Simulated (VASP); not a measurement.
# GaSb (I-4m2) in VASP: further runs

Aim: see how the results for GaSb move with the level of theory and the settings. Levels: r2SCAN, PBEsol. Tasks: single point, relaxation of cell and atoms.

All numbers are computed with VASP 6.6.1; they aren't measurements. Logs are shortened: lines on timing, memory, paths and dates and some standing lists are left out, and cuts for length are marked.

### Step 1. The cell of the first run

It takes space group I-4m2 (No. 119, tetragonal). The conventional cell has a = 5.507 Å, b = 5.507 Å, c = 3.181 Å, α = 90.00°, β = 90.00°, γ = 90.00°. Within 3.8 Å of Sb (site symmetry -4m2) lie 8 Ga at 2.87 to 3.64 Å and 2 Sb at 3.18 Å. Ga (site symmetry -4m2) has 8 Sb at 2.87 to 3.64 Å and 2 Ga at 3.18 Å within 3.8 Å.

### Step 2. Single point, r2SCAN

POSCAR reads:

```
GaSb
1.0
   -2.7534340000      2.7534340000      1.5907070000
    2.7534340000     -2.7534340000      1.5907070000
    2.7534340000      2.7534340000     -1.5907070000
Sb Ga
1 1
Direct
    0.0000000000      0.0000000000      0.0000000000
    0.7500000000      0.2500000000      0.5000000000
```

INCAR.step1 reads:

```
SYSTEM = GaSb
PREC = Accurate ; ENCUT = 520
ISMEAR = -1 ; SIGMA = 0.05
LREAL = .FALSE. ; LASPH = .TRUE.
NELM = 60 ; NBANDS = 16
GGA = PE ; ALGO = Normal
EDIFF = 1E-4 ; LWAVE = .TRUE.
LCHARG = .FALSE.
```

INCAR.step2 reads:

```
SYSTEM = GaSb
PREC = Accurate ; ENCUT = 520
EDIFF = 1E-6 ; ISMEAR = -1
SIGMA = 0.05 ; LREAL = .FALSE.
LASPH = .TRUE. ; NELM = 60
ALGO = Normal ; ISIF = 2
LWAVE = .FALSE. ; LCHARG = .FALSE.
METAGGA = R2SCAN ; LMIXTAU = .TRUE.
NBANDS = 16 ; ISTART = 1
```

KPOINTS reads:

```
Automatic mesh
0
G
  10 10 10
  0 0 0
```

Potentials or basis: VASP PAW PBE potentials, release 64 (Sb, Ga_d).

Launch:

```bash
cat potpaw_PBE.64/Sb/POTCAR potpaw_PBE.64/Ga_d/POTCAR > POTCAR
cp INCAR.step1 INCAR
mpirun -np 1 vasp_std > vasp.out
cp INCAR.step2 INCAR
mpirun -np 1 vasp_std > vasp.out
```

OUTCAR:

```text
SYSTEM = GaSb
   PREC = Accurate
   ENCUT = 520
   EDIFF = 1E-6
   ISMEAR = -1
   LREAL = .FALSE.
   LASPH = .TRUE.
   NELM = 60
   ISIF = 2
   METAGGA = R2SCAN
   ISTART = 1

 ion  position               nearest neighbor table
   1  0.000  0.000  0.000-   2 2.87   2 2.87   2 2.87   2 2.87
   2  0.750  0.250  0.500-   1 2.87   1 2.87   1 2.87   1 2.87

  LATTYP: Found a body centered tetragonal cell.
 ALAT       =     5.5068680000
 C/A-ratio  =     0.5777174975

  Lattice vectors:

 A1 = (  -2.7534340000,   2.7534340000,   1.5907070000)
 A2 = (   2.7534340000,  -2.7534340000,   1.5907070000)
 A3 = (   2.7534340000,   2.7534340000,  -1.5907070000)

Analysis of symmetry for initial positions (statically):
=====================================================================
 Subroutine PRICEL returns:
 Original cell was already a primitive cell.

 Routine SETGRP: Setting up the symmetry group for a
 body centered tetragonal supercell.

 Subroutine GETGRP returns: Found  8 space group operations
 (whereof  8 operations were pure point group operations)
 out of a pool of 16 trial point group operations.

The static configuration has the point symmetry D_2d.

Analysis of symmetry for dynamics (positions and initial velocities):
=====================================================================
 Subroutine PRICEL returns:
 Original cell was already a primitive cell.

 Routine SETGRP: Setting up the symmetry group for a
 body centered tetragonal supercell.

 Subroutine GETGRP returns: Found  8 space group operations
 (whereof  8 operations were pure point group operations)
 out of a pool of 16 trial point group operations.

The dynamic configuration has the point symmetry D_2d.

 Subroutine INISYM returns: Found  8 space group operations
 (whereof  8 operations are pure point group operations),
 and found     1 'primitive' translations

----------------------------------------------------------------------------------------

                                     Primitive cell

  volume of cell :      48.2391

  direct lattice vectors                    reciprocal lattice vectors
    -2.753434000  2.753434000  1.590707000     0.000000000  0.181591424  0.314325643
     2.753434000 -2.753434000  1.590707000     0.181591424  0.000000000  0.314325643
     2.753434000  2.753434000 -1.590707000     0.181591424  0.181591424  0.000000000

  length of vectors
     4.206322187  4.206322187  4.206322187     0.363009717  0.363009717  0.256809054

  position of ions in fractional coordinates (direct lattice)
     0.000000000  0.000000000  0.000000000
     0.750000000  0.250000000  0.500000000

  ion indices of the primitive-cell ions
   primitive index   ion index
                 1           1
                 2           2

----------------------------------------------------------------------------------------

 KPOINTS: Automatic mesh

Automatic generation of k-mesh.
 Grid dimensions read from file:
 generate k-points for:   10   10   10

 Generating k-lattice:

  Cartesian coordinates                     Fractional coordinates (reciprocal lattice)
     0.000000000  0.018159142  0.031432564     0.100000000 -0.000000000  0.000000000
     0.018159142  0.000000000  0.031432564    -0.000000000  0.100000000  0.000000000
     0.018159142  0.018159142  0.000000000     0.000000000  0.000000000  0.100000000

  Length of vectors
     0.036300972  0.036300972  0.025680905

  Shift w.r.t. Gamma in fractional coordinates (k-lattice)
     0.000000000  0.000000000  0.000000000

 Subroutine IBZKPT returns following result:
 ===========================================

 Found    102 irreducible k-points:

 Following reciprocal coordinates:
            Coordinates               Weight
  0.000000  0.000000  0.000000      1.000000
  0.100000 -0.000000  0.000000      8.000000
  0.200000 -0.000000  0.000000      8.000000
  0.300000  0.000000  0.000000      8.000000
  0.400000  0.000000 -0.000000      8.000000
  0.500000  0.000000  0.000000      4.000000
[... 16 lines left out ...]
  0.300000  0.300000  0.000000      8.000000
  0.400000  0.300000  0.000000     16.000000
 [... further k-points ...]
   k-points           NKPTS =    102   k-points in BZ     NKDIM =    102   number of bands    NBANDS=     16
   number of dos      NEDOS =    301   number of ions     NIONS =      2
   total plane-waves  NPLWV =  32768
   dimension x,y,z NGX =    32 NGY =   32 NGZ =   32
   dimension x,y,z NGXF=    64 NGYF=   64 NGZF=   64
   ions per type =               1   1
   NGX,Y,Z   is equivalent  to a cutoff of  12.65, 12.65, 12.65 a.u.
   NGXF,Y,Z  is equivalent  to a cutoff of  25.29, 25.29, 25.29 a.u.
 SYSTEM =  GaSb
   PREC   = accura    normal or accurate (medium, high low for compatibility)
   ISTART =      1    job   : 0-new  1-cont  2-samecut
   ICHARG =      0    charge: 1-file 2-atom 10-const
   ISPIN  =      1    spin polarized calculation?
   LNONCOLLINEAR =      F non collinear calculations
[... 107 lines left out ...]
  band No.  band energies     occupation
      1      -8.9515      2.00000
      2      -8.9411      2.00000
      3      -8.9274      2.00000
      4      -8.8845      2.00000
      5      -8.8746      2.00000
      6      -3.0105      2.00000
[... 8 lines left out ...]
     15      15.7517      0.00000
     16      18.5435      0.00000

 k-point     6 :       0.5000    0.0000    0.0000
  band No.  band energies     occupation
      1      -8.9569      2.00000
      2      -8.9467      2.00000
      3      -8.9290      2.00000
      4      -8.8822      2.00000
      5      -8.8613      2.00000
      6      -2.1624      2.00000
[... 8 lines left out ...]
     15      17.4309      0.00000
     16      18.0414      0.00000

 k-point     7 :       0.1000    0.1000    0.0000
  band No.  band energies     occupation
      1      -8.9579      2.00000
      2      -8.9240      2.00000
      3      -8.9082      2.00000
      4      -8.9064      2.00000
      5      -8.8990      2.00000
      6      -5.3133      2.00000
[... 8 lines left out ...]
     15      15.4715      0.00000
     16      15.9641      0.00000

 k-point     8 :       0.2000    0.1000    0.0000
  band No.  band energies     occupation
      1      -8.9343      2.00000
      2      -8.9276      2.00000
      3      -8.9223      2.00000
      4      -8.9095      2.00000
      5      -8.8925      2.00000
      6      -4.4267      2.00000
[... 8 lines left out ...]
     15      14.7184      0.00000
     16      16.3035      0.00000

 k-point     9 :       0.3000    0.1000    0.0000
  band No.  band energies     occupation
      1      -8.9481      2.00000
      2      -8.9407      2.00000
      3      -8.9277      2.00000
      4      -8.8865      2.00000
      5      -8.8760      2.00000
      6      -3.2378      2.00000
[... 8 lines left out ...]
     15      14.9841      0.00000
     16      17.3713      0.00000
[... 172 lines left out ...]
 k-point    19 :       0.5000    0.2000    0.0000
  band No.  band energies     occupation
      1      -8.9458      2.00000
      2      -8.9278      2.00000
      3      -8.9222      2.00000
      4      -8.9044      2.00000
      5      -8.8858      2.00000
      6      -3.4638      2.00000
[... 8 lines left out ...]
     15      16.4141      0.00000
     16      17.4668      0.00000

 k-point    20 :      -0.4000    0.2000    0.0000
  band No.  band energies     occupation
      1      -8.9531      2.00000
      2      -8.9366      2.00000
      3      -8.9099      2.00000
      4      -8.9033      2.00000
      5      -8.8907      2.00000
      6      -4.5322      2.00000
[... 8 lines left out ...]
     15      16.1640      0.00000
     16      17.0338      0.00000

 k-point    21 :      -0.3000    0.2000    0.0000
  band No.  band energies     occupation
      1      -8.9863      2.00000
      2      -8.9323      2.00000
      3      -8.9005      2.00000
      4      -8.8930      2.00000
      5      -8.8875      2.00000
      6      -5.2841      2.00000
[... 8 lines left out ...]
     15      16.8633      0.00000
     16      17.5636      0.00000

 k-point    22 :      -0.2000    0.2000    0.0000
  band No.  band energies     occupation
      1      -9.0005      2.00000
      2      -8.9282      2.00000
      3      -8.9028      2.00000
      4      -8.8876      2.00000
      5      -8.8834      2.00000
      6      -5.6581      2.00000
[... 8 lines left out ...]
     15      16.0531      0.00000
     16      17.1444      0.00000

 k-point    23 :       0.3000    0.3000    0.0000
  band No.  band energies     occupation
      1      -8.9514      2.00000
      2      -8.9402      2.00000
      3      -8.9314      2.00000
      4      -8.8830      2.00000
      5      -8.8732      2.00000
      6      -2.1695      2.00000
[... 8 lines left out ...]
     15      15.8998      0.00000
     16      17.7782      0.00000

 k-point    24 :       0.4000    0.3000    0.0000
  band No.  band energies     occupation
      1      -8.9465      2.00000
      2      -8.9286      2.00000
      3      -8.9209      2.00000
      4      -8.9048      2.00000
      5      -8.8852      2.00000
      6      -3.0687      2.00000
[... 8 lines left out ...]
     15      16.7188      0.00000
     16      17.7877      0.00000

 [... further k-points ...]
[... 5 lines left out ...]
  --------------------------------------------------------------------------------------
  -------------------------------------------------------------------------------------
  Total       -0.4392300     -0.4392300     -0.4547360      0.0000000     -0.0000000      0.0000000
  in kB      -14.5882444    -14.5882444    -15.1032479      0.0000000     -0.0000000      0.0000000
  external PRESSURE =     -14.7599123 kB  Pullay stress =       0.0000000 kB

 VOLUME and BASIS-vectors are now :
 -----------------------------------------------------------------------------
  energy-cutoff  :      520.00
  volume of cell :       48.24
      direct lattice vectors                 reciprocal lattice vectors
    -2.753434000  2.753434000  1.590707000     0.000000000  0.181591424  0.314325643
     2.753434000 -2.753434000  1.590707000     0.181591424  0.000000000  0.314325643
     2.753434000  2.753434000 -1.590707000     0.181591424  0.181591424  0.000000000

 POSITION                                       TOTAL-FORCE (eV/Angst)
 -----------------------------------------------------------------------------------
      0.00000      0.00000      0.00000        -0.000000      0.000000     -0.000000
      0.00000      2.75343      0.79535         0.000000     -0.000000      0.000000
 -----------------------------------------------------------------------------------
    total drift:                               -0.000010      0.000010      0.000000

  FREE ENERGIE OF THE ION-ELECTRON SYSTEM (eV)
  ---------------------------------------------------
  free  energy   TOTEN  =       -37.0036448563 eV

  energy  without entropy=      -36.9986489357  energy(sigma->0) =      -37.00114690
```

Wall time 94 s (1 thread of Intel Xeon 6975P-C (Granite Rapids), shared host); peak memory 0.24 GiB.

Results:

* Free energy: -37.0036 eV
* Pressure: -1.5 GPa
* Band gap on the k mesh: zero (bands 9 and 10 overlap by 4.68 eV)

Caveat: the PAW data sets were made with another functional, which shifts forces and pressure a little; spin-orbit coupling is left out, which moves the levels of the heavy elements.

### Step 3. Relaxation of cell and atoms, PBEsol, target pressure 10 GPa, at which the enthalpy is minimised

INCAR reads:

```
ALGO = Normal
EDIFF = 1E-6
EDIFFG = -0.01
ENCUT = 600
GGA = PS
IBRION = 2
ISIF = 3
ISMEAR = -1
LASPH = T
LCHARG = F
LREAL = F
LWAVE = F
NELM = 100
NSW = 80
PREC = Accurate
PSTRESS = 100.0
SIGMA = 0.05
```

KPOINTS reads:

```
k-points
0
Gamma
  10 10 10
```

POSCAR is that of step 2.

Potentials or basis: VASP PAW PBE potentials, release 64 (Sb, Ga_d).

Launch:

```bash
cat potpaw_PBE.64/Sb/POTCAR potpaw_PBE.64/Ga_d/POTCAR > POTCAR
mpirun -np 1 vasp_std > vasp.out
```

It took 9.4 min on 1 thread of Intel Xeon 8259CL, shared host; peak memory 0.28 GiB.

It converged, with:

```yaml
Free_energy: -7.7516 eV
Relaxed_volume: 20.28 Å³/atom
Relaxed_cell: a = 3.985 Å, b = 3.985 Å, c = 3.985 Å, α = 97.96°, β = 97.96°, γ = 136.30°
Space_group_after_relaxing_to_0.1_Å: I-4m2 (No. 119)
Energy_change_on_relaxing_the_run_minimises_the_enthalpy: +59.8 meV/atom
Ionic_steps: 10
Pressure_after_relaxing: 10.0 GPa
Band_gap_on_the_k_mesh: zero (bands 9 and 10 overlap by 5.20 eV)
```

The path:
```csv
step,energy change (eV),largest force (eV/Å),pressure (GPa),volume (Å³)
1,0.0000,0.0000,-2.94,48.24
2,0.6333,0.0000,26.91,35.87
3,0.1155,0.0000,9.73,40.66
4,0.1243,0.0000,10.06,40.51
5,0.1237,0.0000,10.07,40.51
6,0.1235,0.0000,10.16,40.51
7,0.1233,0.0000,10.19,40.51
8,0.1233,0.0000,10.18,40.51
9,0.1131,0.0000,9.78,40.67
10,0.1197,0.0000,10.00,40.57
```

Final structure:
```
Sb Ga
1.0
    -2.61517    2.61517    1.48285
     2.61517   -2.61517    1.48285
     2.61517    2.61517   -1.48285
Sb Ga
1 1
Direct
  0.00000 0.00000 0.00000
  0.75000 0.25000 0.50000
```

Levels at points of the mesh, in eV from the Fermi level:
```csv
k point,band 6,band 7,band 8,band 9,band 10,band 11,band 12,band 13
"(0.00, 0.00, 0.00)",-13.42,-2.64,-2.47,-2.47,2.93,6.42,7.93,7.93
"(0.50, 0.00, 0.00)",-8.60,-6.56,-2.63,-1.84,-1.47,2.06,3.64,5.78
"(0.50, 0.50, 0.00)",-11.60,-9.26,-0.14,1.65,2.41,2.42,5.52,7.27
"(0.50, 0.50, 0.50)",-9.94,-6.58,-6.16,-6.16,4.25,5.58,12.07,12.07
```

Caveat: the cell is relaxed towards a set pressure, so the run minimises the enthalpy, not the energy; the volume moved by over 15 % at a fixed basis, so the end points are rough; the PAW data sets were made with another functional, which shifts forces and pressure a little; spin-orbit coupling is left out, which moves the levels of the heavy elements.

### Step 4. Relaxation of cell and atoms, PBEsol, target pressure 20 GPa, at which the enthalpy is minimised

INCAR reads:

```
SYSTEM = GaSb
PREC     = Accurate       ! precision mode
ENCUT    = 600            ! plane-wave cutoff, eV
EDIFF    = 1E-6           ! SCF threshold, eV
ISMEAR   = -1             ! smearing method
SIGMA    = 0.05           ! smearing width, eV
LREAL    = .FALSE.        ! projectors in reciprocal space
LASPH    = .TRUE.         ! aspherical terms in the spheres
NELM     = 80             ! most SCF steps
ALGO     = Normal         ! electronic algorithm
ISIF     = 3              ! what is computed and relaxed
LWAVE    = .FALSE.        ! write WAVECAR
LCHARG   = .FALSE.        ! write CHGCAR
GGA      = PS             ! functional
IBRION   = 2              ! ionic algorithm
NSW      = 80             ! ionic steps
EDIFFG   = -0.01          ! ionic threshold
PSTRESS  = 200.0
```

KPOINTS reads:

```
Automatic mesh
0
G
  10 10 10
  0 0 0
```

POSCAR is that of step 3.

Launch:

```bash
cat potpaw_PBE.64/Sb/POTCAR potpaw_PBE.64/Ga_d/POTCAR > POTCAR
mpirun -np 1 vasp_std > vasp.out
```

Wall time 11 min (1 thread of Intel Xeon 8259CL, shared host); peak memory 0.29 GiB.

The run converged. Its results:

```yaml
Free_energy: -7.4624 eV
Relaxed_volume: 18.71 Å³/atom
Relaxed_cell: a = 3.872 Å, b = 3.872 Å, c = 3.872 Å, α = 98.08°, β = 98.08°, γ = 135.97°
Space_group_after_relaxing_to_0.1_Å: I-4m2 (No. 119)
Energy_change_on_relaxing_the_run_minimises_the_enthalpy: +204.5 meV/atom
Ionic_steps: 9
Pressure_after_relaxing: 20.0 GPa
Band_gap_on_the_k_mesh: zero (bands 9 and 10 overlap by 5.76 eV)
```

Step by step:
```tsv
step	energy change (eV)	largest force (eV/Å)	pressure (GPa)	volume (Å³)
1	0.0000	0.0000	-2.94	48.24
2	3.4312	0.0000	99.57	27.92
3	0.3279	0.0000	17.50	38.11
4	0.3807	0.0000	19.14	37.65
5	0.4094	0.0000	20.00	37.41
6	0.4347	0.0000	20.80	37.22
7	0.3778	0.0000	19.15	37.67
8	0.4009	0.0000	19.77	37.48
9	0.4089	0.0000	20.03	37.41
```

Final structure:
```
Sb Ga
1.0
    -2.53851    2.53851    1.45146
     2.53851   -2.53851    1.45146
     2.53851    2.53851   -1.45146
Sb Ga
1 1
Direct
  0.00000 0.00000 0.00000
  0.75000 0.25000 0.50000
```

Levels at points of the mesh, in eV from the Fermi level:
| k point | band 6 | band 7 | band 8 | band 9 | band 10 | band 11 | band 12 | band 13 |
| --- | --- | --- | --- | --- | --- | --- | --- | --- |
| (0.00, 0.00, 0.00) | -14.21 | -2.72 | -2.72 | -2.31 | 2.76 | 6.87 | 8.44 | 8.44 |
| (0.50, 0.00, 0.00) | -8.90 | -7.14 | -2.74 | -2.13 | -1.56 | 1.85 | 3.83 | 6.14 |
| (0.50, 0.50, 0.00) | -12.17 | -9.92 | -0.11 | 1.62 | 2.59 | 2.69 | 5.74 | 7.30 |
| (0.50, 0.50, 0.50) | -10.16 | -6.88 | -6.79 | -6.79 | 4.29 | 5.54 | 13.14 | 13.14 |

Caveat: the cell is relaxed towards a set pressure, so the run minimises the enthalpy, not the energy; the volume moved by over 15 % at a fixed basis, so the end points are rough; the PAW data sets were made with another functional, which shifts forces and pressure a little; spin-orbit coupling is left out, which moves the levels of the heavy elements.

### Step 5. Overview

| task | level | cell | cutoff (eV) | gap on the mesh (eV) | pressure (GPa) |
| --- | --- | --- | --- | --- | --- |
| single point | r2SCAN | as given | 520 | none | -1.5 |
| relaxation of cell and atoms | PBEsol | relaxed to 10 GPa | 600 | none | 10.0 |
| relaxation of cell and atoms | PBEsol | relaxed to 20 GPa | 600 | none | 20.0 |

Alike in all rows: potentials or basis VASP PAW PBE potentials, release 64 (Sb, Ga_d); no spin polarisation; k mesh 10 × 10 × 10; smearing fermi-dirac 0.05 eV.

Caveats: the PAW data sets were made with another functional, which shifts forces and pressure a little; spin-orbit coupling is left out, which moves the levels of the heavy elements; the cell is relaxed towards a set pressure, so the run minimises the enthalpy, not the energy (at least some runs); the volume moved by over 15 % at a fixed basis, so the end points are rough (at least some runs).

Absolute energies hang on the potentials; compare differences alone.
